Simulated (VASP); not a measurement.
# TiAl (Pm-3m) in VASP: further runs

TiAl is run at these levels: PBE; tasks: single point.

Everything below comes from runs of VASP 6.6.1. Logs are shortened: lines on timing, memory, paths and dates and some standing lists are left out, and cuts for length are marked.

## Step 1: The cell of the first run

The structure is cubic, space group Pm-3m (No. 221). Conventional cell: a = 3.179 Å, b = 3.179 Å, c = 3.179 Å, α = 90.00°, β = 90.00°, γ = 90.00°. Within 3.6 Å of Ti (site symmetry m-3m) lie 8 Al at 2.75 Å and 6 Ti at 3.18 Å. Al (site symmetry m-3m) has 8 Ti at 2.75 Å and 6 Al at 3.18 Å within 3.6 Å.

## Step 2: Single point, PBE

Input file INCAR:

```
SYSTEM = TiAl
  PREC = Accurate
  ENCUT = 520
  EDIFF = 1E-6
  ISMEAR = 0
  SIGMA = 0.013000000000000001
  LREAL = .FALSE.
  LASPH = .TRUE.
  NELM = 80
  ALGO = Normal
  ISIF = 2
  LWAVE = .FALSE.
  LCHARG = .TRUE.
  GGA = PE
  LELF = .TRUE.
  LVHAR = .TRUE.
  NBANDS = 14
```

Input file KPOINTS:

```
regular mesh
0
G
  8 8 8
  0 0 0
```

Input file POSCAR:

```
TiAl
1.0
    3.1790640000      0.0000000000      0.0000000000
    0.0000000000      3.1790640000      0.0000000000
    0.0000000000      0.0000000000      3.1790640000
Ti Al
1 1
Direct
    0.0000000000      0.0000000000      0.0000000000
    0.5000000000      0.5000000000      0.5000000000
```

Potentials or basis: VASP PAW PBE potentials, release 64 (Ti_sv, Al).

The run is started by

```
$ cat potpaw_PBE.64/Ti_sv/POTCAR potpaw_PBE.64/Al/POTCAR > POTCAR
$ mpirun -np 1 vasp_std > vasp.out
```

OUTCAR:

```text
SYSTEM = TiAl
   PREC = Accurate
   ENCUT = 520
   EDIFF = 1E-6
   ISMEAR = 0
   LREAL = .FALSE.
   LASPH = .TRUE.
   NELM = 80
   ISIF = 2
   GGA = PE

 ion  position               nearest neighbor table
   1  0.000  0.000  0.000-   2 2.75   2 2.75   2 2.75   2 2.75   2 2.75   2 2.75   2 2.75   2 2.75

   2  0.500  0.500  0.500-   1 2.75   1 2.75   1 2.75   1 2.75   1 2.75   1 2.75   1 2.75   1 2.75

  LATTYP: Found a simple cubic cell.
 ALAT       =     3.1790640000

  Lattice vectors:

 A1 = (   3.1790640000,   0.0000000000,   0.0000000000)
 A2 = (   0.0000000000,   3.1790640000,   0.0000000000)
 A3 = (   0.0000000000,   0.0000000000,   3.1790640000)

Analysis of symmetry for initial positions (statically):
=====================================================================
 Subroutine PRICEL returns:
 Original cell was already a primitive cell.

 Routine SETGRP: Setting up the symmetry group for a
 simple cubic supercell.

 Subroutine GETGRP returns: Found 48 space group operations
 (whereof 48 operations were pure point group operations)
 out of a pool of 48 trial point group operations.

The static configuration has the point symmetry O_h .

Analysis of symmetry for dynamics (positions and initial velocities):
=====================================================================
 Subroutine PRICEL returns:
 Original cell was already a primitive cell.

 Routine SETGRP: Setting up the symmetry group for a
 simple cubic supercell.

 Subroutine GETGRP returns: Found 48 space group operations
 (whereof 48 operations were pure point group operations)
 out of a pool of 48 trial point group operations.

The dynamic configuration has the point symmetry O_h .

 Subroutine INISYM returns: Found 48 space group operations
 (whereof 48 operations are pure point group operations),
 and found     1 'primitive' translations

----------------------------------------------------------------------------------------

                                     Primitive cell

  volume of cell :      32.1290

  direct lattice vectors                    reciprocal lattice vectors
     3.179064000  0.000000000  0.000000000     0.314557996  0.000000000  0.000000000
     0.000000000  3.179064000  0.000000000     0.000000000  0.314557996  0.000000000
     0.000000000  0.000000000  3.179064000     0.000000000  0.000000000  0.314557996

  length of vectors
     3.179064000  3.179064000  3.179064000     0.314557996  0.314557996  0.314557996

  position of ions in fractional coordinates (direct lattice)
     0.000000000  0.000000000  0.000000000
     0.500000000  0.500000000  0.500000000

  ion indices of the primitive-cell ions
   primitive index   ion index
                 1           1
                 2           2

----------------------------------------------------------------------------------------

 KPOINTS: regular mesh

Automatic generation of k-mesh.
 Grid dimensions read from file:
 generate k-points for:    8    8    8

 Generating k-lattice:

  Cartesian coordinates                     Fractional coordinates (reciprocal lattice)
     0.039319749  0.000000000  0.000000000     0.125000000  0.000000000  0.000000000
     0.000000000  0.039319749  0.000000000     0.000000000  0.125000000  0.000000000
     0.000000000  0.000000000  0.039319749     0.000000000  0.000000000  0.125000000

  Length of vectors
     0.039319749  0.039319749  0.039319749

  Shift w.r.t. Gamma in fractional coordinates (k-lattice)
     0.000000000  0.000000000  0.000000000

 Subroutine IBZKPT returns following result:
 ===========================================

 Found     35 irreducible k-points:

 Following reciprocal coordinates:
            Coordinates               Weight
  0.000000  0.000000  0.000000      1.000000
  0.125000  0.000000  0.000000      6.000000
  0.250000  0.000000  0.000000      6.000000
  0.375000  0.000000  0.000000      6.000000
  0.500000  0.000000  0.000000      3.000000
  0.125000  0.125000  0.000000     12.000000
[... 16 lines left out ...]
  0.375000  0.375000  0.125000     24.000000
  0.500000  0.375000  0.125000     24.000000
 [... further k-points ...]
   k-points           NKPTS =     35   k-points in BZ     NKDIM =     35   number of bands    NBANDS=     14
   number of dos      NEDOS =    301   number of ions     NIONS =      2
   total plane-waves  NPLWV =  13824
   dimension x,y,z NGX =    24 NGY =   24 NGZ =   24
   dimension x,y,z NGXF=    48 NGYF=   48 NGZF=   48
   ions per type =               1   1
   NGX,Y,Z   is equivalent  to a cutoff of  12.55, 12.55, 12.55 a.u.
   NGXF,Y,Z  is equivalent  to a cutoff of  25.10, 25.10, 25.10 a.u.
 SYSTEM =  TiAl
   PREC   = accura    normal or accurate (medium, high low for compatibility)
   ISTART =      0    job   : 0-new  1-cont  2-samecut
   ICHARG =      2    charge: 1-file 2-atom 10-const
   ISPIN  =      1    spin polarized calculation?
   LNONCOLLINEAR =      F non collinear calculations
   LSORBIT =      F    spin-orbit coupling
   LASPH  =      T    aspherical Exc in radial PAW
   ENCUT  =  520.0 eV  38.22 Ry    6.18 a.u.   5.91  5.91  5.91*2*pi/ulx,y,z
   NELM   =     80;   NELMIN=  2; NELMDL= -5     # of ELM steps
   EDIFF  = 0.1E-05   stopping-criterion for ELM
   LREAL  =      F    real-space projection
   EDIFFG = 0.1E-04   stopping-criterion for IOM
   NSW    =      0    number of steps for IOM
   IBRION =     -1    ionic relax: 0-MD 1-quasi-New 2-CG
   NFREE  =      0    steps in history (QN), initial steepest desc. (CG)
   ISIF   =      2    stress and relaxation
   ISYM   =      2    0-nonsym 1-usesym 2-fastsym
   POTIM  = 0.5000    time-step for ionic-motion
   TEBEG  =    0.0;   TEEND  =   0.0 temperature during run
   PSTRESS=    0.0 pullay stress
   NELECT =      15.0000    total number of electrons
   NUPDOWN=      -1.0000    fix difference up-down
   EMIN   =  10.00;   EMAX   =-10.00  energy-range for DOS
   EFERMI =   0.00;   METHOD = LEGACY
   ISMEAR =     0;   SIGMA  =   0.01  broadening in eV -4-tet -1-fermi 0-gaus
   EFERMI_NEDOS =   21; number of points for ismear=-14 and -15
   IALGO  =     38    algorithm
   IMIX   =      4    mixing-type and parameters
     AMIX     =   0.40;   BMIX     =  1.00
     AMIX_MAG =   1.60;   BMIX_MAG =  1.00
  volume/ion in A,a.u.               =      16.06       108.41
  Fermi-wavevector in a.u.,A,eV,Ry     =   1.270007  2.399964 21.945065  1.612917
  Thomas-Fermi vector in A             =   2.403017
   LORBIT       =      0    0 simple, 1 ext, 2 COOP (PROOUT), +10 PAW based schemes
   GGA     = PE    functional components
   LHFCALC =     F    Hartree Fock is set to
   AEXX    =    0.0000 exact exchange contribution
   IVDW    =     0    specifies the selected vdW correction
   LEPSILON=     F    determine dielectric tensor
   LRPA    =     F    only Hartree local field effects (RPA)
 non-spin polarized calculation
 Gauss-broadening in eV      SIGMA  =   0.01
  energy-cutoff  :      520.00
  volume of cell :       32.13
 maximum number of plane-waves:       912
 NGX is ok and might be reduce to    24
   NGX = 11   NGY = 11   NGZ = 11

 number of electron      14.9999994 magnetization

 Free energy of the ion-electron system (eV)
  ---------------------------------------------------
  ext. energy  EPLUGINS =         0.00000000
  ---------------------------------------------------
  free energy    TOTEN  =       -12.10117318 eV

  energy without entropy =      -12.10082896  energy(sigma->0) =      -12.10100107

 E-fermi :   8.7831     XC(G=0): -11.0857

 val. band max:        8.7621441156   @ k =   0.3750   0.1250   0.1250
 cond. band min:       8.7929609784   @ k =   0.3750   0.3750   0.2500
 fundamental gap:      0.0308168629
 Fermi energy:         8.7831273861

 k-point     1 :       0.0000    0.0000    0.0000
  band No.  band energies     occupation
      1     -48.0996      2.00000
      2     -24.3024      2.00000
      3     -24.3024      2.00000
      4     -24.3024      2.00000
      5      -0.4994      2.00000
      6       7.3458      2.00000
      7       7.3458      2.00000
      8      10.5975      0.00000
      9      10.5975      0.00000
     10      10.5975      0.00000
     11      13.1896      0.00000
     12      13.1896      0.00000
     13      13.1896      0.00000
     14      17.5766      0.00000

 k-point     2 :       0.1250    0.0000    0.0000
  band No.  band energies     occupation
      1     -48.0974      2.00000
      2     -24.3277      2.00000
      3     -24.3002      2.00000
      4     -24.3002      2.00000
      5      -0.2513      2.00000
      6       7.1924      2.00000
      7       7.4562      2.00000
      8      10.2144      0.00000
      9      10.2144      0.00000
     10      10.6265      0.00000
     11      12.3347      0.00000
     12      13.7565      0.00000
     13      13.7565      0.00000
     14      17.2532      0.00000

 k-point     3 :       0.2500    0.0000    0.0000
  band No.  band energies     occupation
      1     -48.0922      2.00000
      2     -24.3884      2.00000
      3     -24.2949      2.00000
      4     -24.2949      2.00000
      5       0.4720      2.00000
      6       6.4036      2.00000
      7       7.7467      2.00000
      8       9.5764      0.00000
      9       9.5764      0.00000
     10      10.6976      0.00000
     11      11.5289      0.00000
     12      14.9692      0.00000
     13      14.9692      0.00000
     14      16.4562      0.00000

 k-point     4 :       0.3750    0.0000    0.0000
  band No.  band energies     occupation
      1     -48.0869      2.00000
      2     -24.4486      2.00000
      3     -24.2896      2.00000
      4     -24.2896      2.00000
      5       1.6041      2.00000
      6       4.9053      2.00000
      7       8.0812      2.00000
      8       9.1083      0.00000
      9       9.1083      0.00000
     10      10.7705      0.00000
     11      11.5961      0.00000
     12      15.6346      0.00000
     13      16.4618      0.00000
     14      16.4618      0.00000

 k-point     5 :       0.5000    0.0000    0.0000
  band No.  band energies     occupation
      1     -48.0847      2.00000
      2     -24.4733      2.00000
      3     -24.2873      2.00000
      4     -24.2873      2.00000
      5       2.7337      2.00000
      6       3.5860      2.00000
      7       8.2373      2.00000
      8       8.9415      0.00000
      9       8.9415      0.00000
     10      10.8012      0.00000
     11      11.7736      0.00000
[... 276 lines left out ...]
 k-point    22 :       0.5000    0.2500    0.1250
  band No.  band energies     occupation
      1     -48.0755      2.00000
      2     -24.4578      2.00000
      3     -24.3660      2.00000
      4     -24.3033      2.00000
      5       3.2956      2.00000
      6       4.7853      2.00000
      7       7.5304      2.00000
      8       8.5702      2.00000
      9       9.4426      0.00000
     10       9.7909      0.00000
     11      11.7512      0.00000
     12      14.3821      0.00000
     13      15.2375      0.00000
     14      15.8956      0.00000

 k-point    23 :       0.3750    0.3750    0.1250
  band No.  band energies     occupation
      1     -48.0726      2.00000
      2     -24.4271      2.00000
      3     -24.4247      2.00000
      4     -24.3000      2.00000
      5       3.2552      2.00000
      6       6.1274      2.00000
      7       6.6405      2.00000
      8       8.4746      2.00000
      9       9.5010      0.00000
     10       9.7191      0.00000
     11      11.7659      0.00000
     12      13.2688      0.00000
     13      14.6826      0.00000
     14      15.9886      0.00000

 k-point    24 :       0.5000    0.3750    0.1250
  band No.  band energies     occupation
      1     -48.0705      2.00000
      2     -24.4494      2.00000
      3     -24.4226      2.00000
      4     -24.2977      2.00000
      5       3.7216      2.00000
      6       5.7635      2.00000
      7       6.8173      2.00000
      8       8.2041      2.00000
      9       9.6851      0.00000
     10       9.7088      0.00000
     11      11.6310      0.00000
     12      13.4519      0.00000
     13      13.8829      0.00000
     14      16.1878      0.00000

 [... further k-points ...]
[... 5 lines left out ...]
  --------------------------------------------------------------------------------------
  -------------------------------------------------------------------------------------
  Total        0.1281771      0.1281771      0.1281771     -0.0000000     -0.0000000      0.0000000
  in kB        6.3917990      6.3917990      6.3917990     -0.0000000     -0.0000000      0.0000000
  external PRESSURE =       6.3917990 kB  Pullay stress =       0.0000000 kB

 VOLUME and BASIS-vectors are now :
 -----------------------------------------------------------------------------
  energy-cutoff  :      520.00
  volume of cell :       32.13
      direct lattice vectors                 reciprocal lattice vectors
     3.179064000  0.000000000  0.000000000     0.314557996  0.000000000  0.000000000
     0.000000000  3.179064000  0.000000000     0.000000000  0.314557996  0.000000000
     0.000000000  0.000000000  3.179064000     0.000000000  0.000000000  0.314557996

 POSITION                                       TOTAL-FORCE (eV/Angst)
 -----------------------------------------------------------------------------------
      0.00000      0.00000      0.00000         0.000000      0.000000      0.000000
      1.58953      1.58953      1.58953         0.000000      0.000000      0.000000
 -----------------------------------------------------------------------------------
    total drift:                                0.000000      0.000000      0.000000

  FREE ENERGIE OF THE ION-ELECTRON SYSTEM (eV)
  ---------------------------------------------------
  free  energy   TOTEN  =       -12.1011731829 eV

  energy  without entropy=      -12.1008289590  energy(sigma->0) =      -12.10100107
```

Wall time 7 s (1 thread of Intel Xeon 6975P-C, shared host); peak memory 0.14 GiB.

Results:

```yaml
Free_energy: -12.1012 eV
Pressure: 0.6 GPa
```

## Step 3: Single point, PBE

Input file INCAR:

```
SYSTEM = TiAl
PREC     = Accurate       ! precision mode
ENCUT    = 520            ! plane-wave cutoff, eV
EDIFF    = 1E-6           ! SCF threshold, eV
ISMEAR   = 0              ! smearing method
SIGMA    = 0.014          ! smearing width, eV
LREAL    = .FALSE.        ! projectors in reciprocal space
LASPH    = .TRUE.         ! aspherical terms in the spheres
NELM     = 60             ! most SCF steps
ALGO     = Fast           ! electronic algorithm
ISIF     = 2              ! what is computed and relaxed
LWAVE    = .FALSE.        ! write WAVECAR
LCHARG   = .TRUE.         ! write CHGCAR
GGA      = PE             ! functional
LELF     = .TRUE.         ! ELF
LVHAR    = .TRUE.       
NBANDS   = 14             ! bands
```

KPOINTS is that of step 2.

POSCAR is that of step 2.

Potentials or basis: VASP PAW PBE potentials, release 64 (Ti_sv, Al).

The run is started by

```
$ cat potpaw_PBE.64/Ti_sv/POTCAR potpaw_PBE.64/Al/POTCAR > POTCAR
$ mpirun -np 1 vasp_std > vasp.out
```

Wall time 13 s (1 thread of Intel Xeon 6975P-C, shared host); peak memory 0.14 GiB.

Results (log left out):

```
Free energy : -12.1012 eV
Pressure    : 0.6 GPa
```

Levels at points of the mesh, in eV from the Fermi level:
```csv
k point,band 5,band 6,band 7,band 8,band 9,band 10
"(0.00, 0.00, 0.00)",-9.28,-1.44,-1.44,1.81,1.81,1.81
"(0.50, 0.00, 0.00)",-6.05,-5.20,-0.55,0.16,0.16,2.02
"(0.50, 0.50, 0.00)",-5.02,-2.11,-2.11,-1.47,0.72,0.72
"(0.50, 0.50, 0.50)",-3.09,-3.09,-3.09,0.62,2.80,2.80
```

## Step 4: Single point, PBE

Input file INCAR:

```
SYSTEM = TiAl
ALGO = Normal
EDIFF = 1E-7
ENCUT = 520
GGA = PE
ISIF = 2
ISMEAR = 0
LASPH = .True.
LCHARG = .False.
LREAL = .False.
LWAVE = .False.
NBANDS = 14
NELM = 80
PREC = Accurate
SIGMA = 0.015
```

Input file KPOINTS:

```
k-points
0
Gamma
  8 8 8
  0 0 0
```

POSCAR is that of step 3.

The run is started by

```
$ cat potpaw_PBE.64/Ti_sv/POTCAR potpaw_PBE.64/Al/POTCAR > POTCAR
$ mpirun -np 1 vasp_std > vasp.out
```

Wall time 7.4 s (1 thread of Intel Xeon 6975P-C, shared host); peak memory 0.15 GiB.

It converged, with:

| Property | Result |
| --- | --- |
| Free energy | -12.1012 eV |
| Pressure | 0.6 GPa |

Levels at points of the mesh, in eV from the Fermi level:
```csv
k point,band 3,band 4,band 5,band 6,band 7,band 8,band 9,band 10,band 11,band 12
"(0.00, 0.00, 0.00)",-33.08,-33.08,-9.28,-1.44,-1.44,1.82,1.82,1.82,4.41,4.41
"(0.50, 0.00, 0.00)",-33.07,-33.07,-6.05,-5.20,-0.54,0.16,0.16,2.02,2.99,6.50
"(0.50, 0.50, 0.00)",-33.23,-33.05,-5.02,-2.11,-2.11,-1.47,0.72,0.72,2.74,4.70
"(0.50, 0.50, 0.50)",-33.21,-33.21,-3.09,-3.09,-3.09,0.62,2.80,2.80,2.91,2.91
```

## Step 5: Summary

```tsv
smearing	gap on the mesh (eV)	pressure (GPa)
gaussian 0.013 eV	none	0.6
gaussian 0.014 eV	none	0.6
gaussian 0.015 eV	none	0.6
```

Alike in all rows: task single point; level PBE; potentials or basis VASP PAW PBE potentials, release 64 (Ti_sv, Al); no spin polarisation; cell as given; k mesh 8 × 8 × 8; cutoff (eV) 520.

Every run on the cell as given and a fine mesh finds a metal.

Absolute energies hang on the potentials; compare differences alone.
